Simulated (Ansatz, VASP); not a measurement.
**Two plane-wave programs on Ag**

```
CELL_PARAMETERS angstrom
0.00000 2.07375 1.98181
2.07375 0.00000 1.98181
2.07375 2.07375 0.00000
ATOMIC_POSITIONS crystal
Ag 0.00000 0.00000 0.00000
```

Change from the starting cell: strain +0.015 along x and y, -0.030 along z, atoms carried along.

Alike in both runs: task single point; functional PBE; k mesh 10 × 10 × 10; occupations gaussian, width 0.15 eV; no spin polarisation.

|  | VASP | Ansatz |
| --- | --- | --- |
| version | VASP 6.6.1 | Ansatz 0.2.0 |
| potentials or method | VASP PAW PBE potentials, release 64 (Ag), cutoff 520 eV | scalar-relativistic, plane waves, PAW |
| valence electrons in the cell | 11 | 19 |

VASP gave:

| Property | Result |
| --- | --- |
| gap on the k mesh at the Fermi level (eV) | none |
| pressure (GPa) | 5.0 |
| traceless stress, the component that is largest in VASP (GPa) | 0.52 |

**Question.** Which values does Ansatz return?

**Answer.** gap on the k mesh at the Fermi level (eV): none; pressure (GPa): 5.2; traceless stress, the component that is largest in VASP (GPa): 0.53.

A gap of «none» marks a metal or a gap that the smearing closes. VASP's potentials hold 11 valence electrons a cell and Ansatz's 19, so a difference there can come from the potentials and not from the codes.
